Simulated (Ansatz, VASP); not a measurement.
## One calculation of Ge, two programs

```
Ge
1.0
    -1.68515    1.68515    1.68515
     1.68515   -1.68515    1.68515
     1.68515    1.68515   -1.68515
Ge
1
Direct
  0.00000 0.00000 0.00000
```

Alike in both runs: functional PBE; k mesh 17 × 17 × 17; occupations fermi-dirac, width 0.05 eV; no spin polarisation.

Ansatz relaxed the structure, and its values are those at the end. VASP's run is a single point on that final structure, the one shown.

```csv
,VASP,Ansatz
version,VASP 6.6.1,Ansatz 0.2.0
potentials or method,"VASP PAW PBE potentials, release 64 (Ge_d)","PAW with Ansatz's default frozen-core files, scalar-relativistic"
plane-wave cutoff (eV),520,420
valence electrons in the cell,14,14
```

|  | VASP | Ansatz | Ansatz less VASP |
| --- | --- | --- | --- |
| pressure (GPa) | -0.1 | 0.0 | +0.09 |

With one functional, cell and mesh, what is left measures potentials, basis and numerics.
